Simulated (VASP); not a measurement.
# BaZrO3 (Pm-3m) in VASP: single point with PBE

Aim: the single point of BaZrO3 with PBE.

Everything below comes from runs of VASP 6.6.1. Logs are shortened: lines on timing, memory, paths and dates and some standing lists are left out, and cuts for length are marked.

## (1) The cell of the first run

Symmetry: Pm-3m, No. 221, cubic system. The conventional cell has a = 4.182 Å, b = 4.182 Å, c = 4.182 Å, α = 90.00°, β = 90.00°, γ = 90.00°. Ba (site symmetry m-3m) has 12 O at 2.96 Å and 8 Zr at 3.62 Å within 3.9 Å. Zr (site symmetry m-3m) has 6 O at 2.09 Å within 2.8 Å. Within 2.8 Å of O (site symmetry 4/mmm) lie 2 Zr at 2.09 Å.

## (2) Single point, PBE

Input file INCAR:

```
SYSTEM = BaZrO3
  PREC = Accurate
  ENCUT = 520
  EDIFF = 1E-7
  ISMEAR = 0
  SIGMA = 0.05
  LREAL = .False.
  LASPH = .True.
  NELM = 60
  ALGO = Normal
  ISIF = 2
  LWAVE = .False.
  LCHARG = .False.
  GGA = PE
  NBANDS = 28
```

Input file KPOINTS:

```
regular mesh
0
Gamma
  4 4 4
  0 0 0
```

Input file POSCAR:

```
BaZrO3
1.0
    4.1815040793      0.0000000000      0.0000000000
    0.0000000000      4.1815040793      0.0000000000
    0.0000000000      0.0000000000      4.1815040793
Ba Zr O
1 1 3
Direct
    0.0000000000      0.0000000000      0.0000000000
    0.5000000000      0.5000000000      0.5000000000
    0.0000000000      0.5000000000      0.5000000000
    0.5000000000      0.5000000000      0.0000000000
    0.5000000000      0.0000000000      0.5000000000
```

Potentials or basis: VASP PAW PBE potentials, release 64 (Ba_sv, Zr_sv, O).

Command:

```
$ cat potpaw_PBE.64/Ba_sv/POTCAR potpaw_PBE.64/Zr_sv/POTCAR potpaw_PBE.64/O/POTCAR > POTCAR
$ mpirun -np 1 vasp_std > vasp.out
```

OUTCAR:

```text
SYSTEM = BaZrO3
   PREC = Accurate
   ENCUT = 520
   EDIFF = 1E-7
   ISMEAR = 0
   LREAL = .False.
   LASPH = .True.
   NELM = 60
   ISIF = 2
   GGA = PE

 ion  position               nearest neighbor table
   1  0.000  0.000  0.000-   3 2.96   4 2.96   5 2.96   3 2.96   5 2.96   3 2.96   4 2.96   3 2.96
                             4 2.96   5 2.96   5 2.96   4 2.96   2 3.62   2 3.62   2 3.62   2 3.62
   2  0.500  0.500  0.500-   3 2.09   4 2.09   5 2.09   4 2.09   5 2.09   3 2.09   1 3.62   1 3.62
                             1 3.62   1 3.62   1 3.62   1 3.62   1 3.62   1 3.62
   3  0.000  0.500  0.500-   2 2.09   2 2.09   1 2.96   1 2.96   1 2.96   1 2.96
   4  0.500  0.500  0.000-   2 2.09   2 2.09   1 2.96   1 2.96   1 2.96   1 2.96
   5  0.500  0.000  0.500-   2 2.09   2 2.09   1 2.96   1 2.96   1 2.96   1 2.96

  LATTYP: Found a simple cubic cell.
 ALAT       =     4.1815040793

  Lattice vectors:

 A1 = (   4.1815040793,   0.0000000000,   0.0000000000)
 A2 = (   0.0000000000,   4.1815040793,   0.0000000000)
 A3 = (   0.0000000000,   0.0000000000,   4.1815040793)

Analysis of symmetry for initial positions (statically):
=====================================================================
 Subroutine PRICEL returns:
 Original cell was already a primitive cell.

 Routine SETGRP: Setting up the symmetry group for a
 simple cubic supercell.

 Subroutine GETGRP returns: Found 48 space group operations
 (whereof 48 operations were pure point group operations)
 out of a pool of 48 trial point group operations.

The static configuration has the point symmetry O_h .

Analysis of symmetry for dynamics (positions and initial velocities):
=====================================================================
 Subroutine PRICEL returns:
 Original cell was already a primitive cell.

 Routine SETGRP: Setting up the symmetry group for a
 simple cubic supercell.

 Subroutine GETGRP returns: Found 48 space group operations
 (whereof 48 operations were pure point group operations)
 out of a pool of 48 trial point group operations.

The dynamic configuration has the point symmetry O_h .

 Subroutine INISYM returns: Found 48 space group operations
 (whereof 48 operations are pure point group operations),
 and found     1 'primitive' translations

----------------------------------------------------------------------------------------

                                     Primitive cell

  volume of cell :      73.1135

  direct lattice vectors                    reciprocal lattice vectors
     4.181504079  0.000000000  0.000000000     0.239148398  0.000000000  0.000000000
     0.000000000  4.181504079  0.000000000     0.000000000  0.239148398  0.000000000
     0.000000000  0.000000000  4.181504079     0.000000000  0.000000000  0.239148398

  length of vectors
     4.181504079  4.181504079  4.181504079     0.239148398  0.239148398  0.239148398

  position of ions in fractional coordinates (direct lattice)
     0.000000000  0.000000000  0.000000000
     0.500000000  0.500000000  0.500000000
     0.000000000  0.500000000  0.500000000
     0.500000000  0.500000000  0.000000000
     0.500000000  0.000000000  0.500000000

  ion indices of the primitive-cell ions
   primitive index   ion index
                 1           1
                 2           2
                 3           3
                 4           4
                 5           5

----------------------------------------------------------------------------------------

 KPOINTS: regular mesh

Automatic generation of k-mesh.
 Grid dimensions read from file:
 generate k-points for:    4    4    4

 Generating k-lattice:

  Cartesian coordinates                     Fractional coordinates (reciprocal lattice)
     0.059787099  0.000000000  0.000000000     0.250000000  0.000000000  0.000000000
     0.000000000  0.059787099  0.000000000     0.000000000  0.250000000  0.000000000
     0.000000000  0.000000000  0.059787099     0.000000000  0.000000000  0.250000000

  Length of vectors
     0.059787099  0.059787099  0.059787099

  Shift w.r.t. Gamma in fractional coordinates (k-lattice)
     0.000000000  0.000000000  0.000000000

 Subroutine IBZKPT returns following result:
 ===========================================

 Found     10 irreducible k-points:

 Following reciprocal coordinates:
            Coordinates               Weight
  0.000000  0.000000  0.000000      1.000000
  0.250000  0.000000  0.000000      6.000000
  0.500000  0.000000  0.000000      3.000000
  0.250000  0.250000  0.000000     12.000000
  0.500000  0.250000  0.000000     12.000000
  0.500000  0.500000  0.000000      3.000000
  0.250000  0.250000  0.250000      8.000000
  0.500000  0.250000  0.250000     12.000000
  0.500000  0.500000  0.250000      6.000000
  0.500000  0.500000  0.500000      1.000000
   k-points           NKPTS =     10   k-points in BZ     NKDIM =     10   number of bands    NBANDS=     28
   number of dos      NEDOS =    301   number of ions     NIONS =      5
   total plane-waves  NPLWV =  32768
   dimension x,y,z NGX =    32 NGY =   32 NGZ =   32
   dimension x,y,z NGXF=    64 NGYF=   64 NGZF=   64
   ions per type =               1   1   3
   NGX,Y,Z   is equivalent  to a cutoff of  12.72, 12.72, 12.72 a.u.
   NGXF,Y,Z  is equivalent  to a cutoff of  25.44, 25.44, 25.44 a.u.
 SYSTEM =  BaZrO3
   PREC   = accura    normal or accurate (medium, high low for compatibility)
   ISTART =      0    job   : 0-new  1-cont  2-samecut
   ICHARG =      2    charge: 1-file 2-atom 10-const
   ISPIN  =      1    spin polarized calculation?
   LNONCOLLINEAR =      F non collinear calculations
   LSORBIT =      F    spin-orbit coupling
   LASPH  =      T    aspherical Exc in radial PAW
   ENCUT  =  520.0 eV  38.22 Ry    6.18 a.u.   7.77  7.77  7.77*2*pi/ulx,y,z
   NELM   =     60;   NELMIN=  2; NELMDL= -5     # of ELM steps
   EDIFF  = 0.1E-06   stopping-criterion for ELM
   LREAL  =      F    real-space projection
   EDIFFG = 0.1E-05   stopping-criterion for IOM
   NSW    =      0    number of steps for IOM
   IBRION =     -1    ionic relax: 0-MD 1-quasi-New 2-CG
   NFREE  =      0    steps in history (QN), initial steepest desc. (CG)
   ISIF   =      2    stress and relaxation
   ISYM   =      2    0-nonsym 1-usesym 2-fastsym
   POTIM  = 0.5000    time-step for ionic-motion
   TEBEG  =    0.0;   TEEND  =   0.0 temperature during run
   PSTRESS=    0.0 pullay stress
   NELECT =      40.0000    total number of electrons
   NUPDOWN=      -1.0000    fix difference up-down
   EMIN   =  10.00;   EMAX   =-10.00  energy-range for DOS
   EFERMI =   0.00;   METHOD = LEGACY
   ISMEAR =     0;   SIGMA  =   0.05  broadening in eV -4-tet -1-fermi 0-gaus
   EFERMI_NEDOS =   21; number of points for ismear=-14 and -15
   IALGO  =     38    algorithm
   IMIX   =      4    mixing-type and parameters
     AMIX     =   0.40;   BMIX     =  1.00
     AMIX_MAG =   1.60;   BMIX_MAG =  1.00
  volume/ion in A,a.u.               =      14.62        98.68
  Fermi-wavevector in a.u.,A,eV,Ry     =   1.338944  2.530237 24.392118  1.792770
  Thomas-Fermi vector in A             =   2.467374
   LORBIT       =      0    0 simple, 1 ext, 2 COOP (PROOUT), +10 PAW based schemes
   GGA     = PE    functional components
   LHFCALC =     F    Hartree Fock is set to
   AEXX    =    0.0000 exact exchange contribution
   IVDW    =     0    specifies the selected vdW correction
   LEPSILON=     F    determine dielectric tensor
   LRPA    =     F    only Hartree local field effects (RPA)
 non-spin polarized calculation
 Gauss-broadening in eV      SIGMA  =   0.05
  energy-cutoff  :      520.00
  volume of cell :       73.11
 maximum number of plane-waves:      1986
 NGX is ok and might be reduce to    32
   NGX = 15   NGY = 15   NGZ = 15

 number of electron      40.0000004 magnetization

 Free energy of the ion-electron system (eV)
  ---------------------------------------------------
  ext. energy  EPLUGINS =         0.00000000
  ---------------------------------------------------
  free energy    TOTEN  =       -41.65697964 eV

  energy without entropy =      -41.65697964  energy(sigma->0) =      -41.65697964

 E-fermi :   4.1298     XC(G=0): -10.8069

 val. band max:        3.8427221239   @ k =   0.5000   0.5000   0.5000
 cond. band min:       7.0410381591   @ k =   0.0000   0.0000   0.0000
 fundamental gap:      3.1983160352
 Fermi energy:         4.1297539613

 k-point     1 :       0.0000    0.0000    0.0000
  band No.  band energies     occupation
      1     -43.1430      2.00000
      2     -21.4535      2.00000
      3     -21.3131      2.00000
      4     -21.3131      2.00000
      5     -21.3131      2.00000
      6     -12.5416      2.00000
[... 20 lines left out ...]
     27      11.3575      0.00000
     28      11.3575      0.00000

 k-point     2 :       0.2500    0.0000    0.0000
  band No.  band energies     occupation
      1     -43.1413      2.00000
      2     -21.6031      2.00000
      3     -21.3096      2.00000
      4     -21.3096      2.00000
      5     -21.2622      2.00000
      6     -12.6008      2.00000
[... 20 lines left out ...]
     27      11.3583      0.00000
     28      11.7697      0.00000

 k-point     3 :       0.5000    0.0000    0.0000
  band No.  band energies     occupation
      1     -43.1395      2.00000
      2     -21.7300      2.00000
      3     -21.3060      2.00000
      4     -21.3060      2.00000
      5     -21.2269      2.00000
      6     -12.7218      2.00000
[... 20 lines left out ...]
     27      11.3417      0.00000
     28      12.4046      0.00000

 k-point     4 :       0.2500    0.2500    0.0000
  band No.  band energies     occupation
      1     -43.1395      2.00000
      2     -21.5913      2.00000
      3     -21.4422      2.00000
      4     -21.3061      2.00000
      5     -21.2468      2.00000
      6     -12.4871      2.00000
[... 20 lines left out ...]
     27      11.9021      0.00000
     28      12.2437      0.00000

 k-point     5 :       0.5000    0.2500    0.0000
  band No.  band energies     occupation
      1     -43.1378      2.00000
      2     -21.6624      2.00000
      3     -21.4392      2.00000
      4     -21.3027      2.00000
      5     -21.2768      2.00000
      6     -12.4961      2.00000
[... 20 lines left out ...]
     27      12.0818      0.00000
     28      12.4076      0.00000

 k-point     6 :       0.5000    0.5000    0.0000
  band No.  band energies     occupation
      1     -43.1360      2.00000
      2     -21.5649      2.00000
      3     -21.5649      2.00000
      4     -21.3565      2.00000
      5     -21.2993      2.00000
      6     -12.3902      2.00000
[... 20 lines left out ...]
     27      13.0898      0.00000
     28      13.0898      0.00000

 k-point     7 :       0.2500    0.2500    0.2500
  band No.  band energies     occupation
      1     -43.1378      2.00000
      2     -21.5595      2.00000
      3     -21.4379      2.00000
      4     -21.4379      2.00000
      5     -21.2559      2.00000
      6     -12.0981      2.00000
[... 20 lines left out ...]
     27      12.2579      0.00000
     28      12.2579      0.00000

 k-point     8 :       0.5000    0.2500    0.2500
  band No.  band energies     occupation
      1     -43.1361      2.00000
      2     -21.6167      2.00000
      3     -21.4364      2.00000
      4     -21.4336      2.00000
      5     -21.3019      2.00000
      6     -12.0533      2.00000
[... 20 lines left out ...]
     27      11.5091      0.00000
     28      12.6606      0.00000

 k-point     9 :       0.5000    0.5000    0.2500
  band No.  band energies     occupation
      1     -43.1343      2.00000
      2     -21.5598      2.00000
      3     -21.5598      2.00000
      4     -21.4308      2.00000
      5     -21.3380      2.00000
      6     -11.8710      2.00000
[... 20 lines left out ...]
     27      12.0052      0.00000
     28      13.2824      0.00000

 k-point    10 :       0.5000    0.5000    0.5000
  band No.  band energies     occupation
      1     -43.1326      2.00000
      2     -21.5548      2.00000
      3     -21.5548      2.00000
      4     -21.5548      2.00000
      5     -21.3192      2.00000
      6     -11.3037      2.00000
[... 20 lines left out ...]
     27      13.0316      0.00000
     28      13.0316      0.00000

------------------------ aborting loop because EDIFF is reached ----------------------------------------

  FORCE on cell =-STRESS in cart. coord.  units (eV):
  Direction    XX          YY          ZZ          XY          YZ          ZX
  --------------------------------------------------------------------------------------
  -------------------------------------------------------------------------------------
  Total        2.8992329      2.8992329      2.8992329      0.0000000      0.0000000     -0.0000000
  in kB       63.5325248     63.5325248     63.5325248      0.0000000      0.0000000     -0.0000000
  external PRESSURE =      63.5325248 kB  Pullay stress =       0.0000000 kB

 VOLUME and BASIS-vectors are now :
 -----------------------------------------------------------------------------
  energy-cutoff  :      520.00
  volume of cell :       73.11
      direct lattice vectors                 reciprocal lattice vectors
     4.181504079  0.000000000  0.000000000     0.239148398  0.000000000  0.000000000
     0.000000000  4.181504079  0.000000000     0.000000000  0.239148398  0.000000000
     0.000000000  0.000000000  4.181504079     0.000000000  0.000000000  0.239148398

 POSITION                                       TOTAL-FORCE (eV/Angst)
 -----------------------------------------------------------------------------------
      0.00000      0.00000      0.00000         0.000000      0.000000      0.000000
      2.09075      2.09075      2.09075         0.000000      0.000000      0.000000
      0.00000      2.09075      2.09075         0.000000      0.000000      0.000000
      2.09075      2.09075      0.00000         0.000000      0.000000      0.000000
      2.09075      0.00000      2.09075         0.000000      0.000000      0.000000
 -----------------------------------------------------------------------------------
    total drift:                                0.000000     -0.000000     -0.000000

  FREE ENERGIE OF THE ION-ELECTRON SYSTEM (eV)
  ---------------------------------------------------
  free  energy   TOTEN  =       -41.6569796359 eV

  energy  without entropy=      -41.6569796359  energy(sigma->0) =      -41.65697964
```

Wall time 41 s (1 thread of Intel Xeon 8259CL, shared host); peak memory 0.18 GiB.

Results:

| Item | Value |
| --- | --- |
| Free energy | -41.6570 eV |
| Pressure | 6.4 GPa |
| Band gap on the k mesh | 3.20 eV, indirect (least direct gap 3.41 eV) |

Levels at points of the mesh, in eV from the valence-band top:
```csv
k point,band 16,band 17,band 18,band 19,band 20,band 21,band 22,band 23,band 24,band 25
"(0.00, 0.00, 0.00)",-1.00,-1.00,-0.22,-0.22,-0.22,3.20,3.20,3.20,4.66,4.66
"(0.50, 0.00, 0.00)",-1.74,-1.74,-1.70,-0.44,-0.44,3.65,5.75,5.75,6.46,6.72
"(0.50, 0.50, 0.00)",-2.43,-0.93,-0.93,-0.77,-0.08,5.72,5.72,6.49,6.54,7.74
"(0.50, 0.50, 0.50)",-2.54,-2.54,0.00,0.00,0.00,6.01,6.01,6.01,7.06,7.06
```

Caveat: spin-orbit coupling is left out, which moves the levels of the heavy elements.
